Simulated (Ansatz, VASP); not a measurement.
## Two plane-wave programs on GaP

The input INCAR:

```
SYSTEM = GaP
PREC = Accurate
ENCUT = 500
EDIFF = 1E-6
ISMEAR = 0
SIGMA = 0.02
LREAL = .FALSE.
LASPH = .TRUE.
NELM = 120
ALGO = Normal
ISIF = 2
LWAVE = .FALSE.
LCHARG = .FALSE.
NBANDS = 16
GGA_COMPAT = .FALSE.
```

The input KPOINTS:

```
Automatic mesh
0
G
  8 8 8
  0 0 0
```

POSCAR

```
GaP
1.0
    0.0000000000      2.6684194128      2.6684194128
    2.6684194128      0.0000000000      2.6684194128
    2.6684194128      2.6684194128      0.0000000000
Ga P
1 1
Direct
    0.0000000000      0.0000000000      0.0000000000
    0.2500000000      0.2500000000      0.2500000000
```

Input for Ansatz:

```yaml
crystal:
  lattice:
    - [0.0, 2.6684194128, 2.6684194128]
    - [2.6684194128, 0.0, 2.6684194128]
    - [2.6684194128, 2.6684194128, 0.0]
  atoms:
    - { symbol: Ga, position: [0.0, 0.0, 0.0] }
    - { symbol: P, position: [0.25, 0.25, 0.25] }
basis:
  ecutwfc: 420
kpoints:
  mp_grid: { grid: [8, 8, 8] }
hamiltonian:
  xc: lda
scf:
  occupations: { method: gaussian, width: 0.02 }
output:
  forces: true
  stress: true
  eigenvalues: true
```

Alike in both runs: task single point; functional LDA; k mesh 8 × 8 × 8; occupations gaussian, width 0.02 eV; no spin polarisation.

|  | VASP | Ansatz |
| --- | --- | --- |
| version | VASP 6.6.1 | Ansatz 0.2.0 |
| potentials or method | VASP PAW LDA potentials, release 64 (Ga_d, P), cutoff 500 eV | scalar-relativistic, plane waves, PAW |
| valence electrons in the cell | 18 | 18 |

|  | VASP | Ansatz | Ansatz less VASP |
| --- | --- | --- | --- |
| gap on the k mesh at the Fermi level (eV) | 1.36 | 1.37 | +0.001 |
| least direct gap on the mesh (eV) | 2.17 | 2.14 | -0.029 |
| pressure (GPa) | 3.0 | 2.9 | -0.09 |

LDA's correlation is that of Perdew and Zunger in VASP and of Perdew and Wang (1992) in Ansatz.
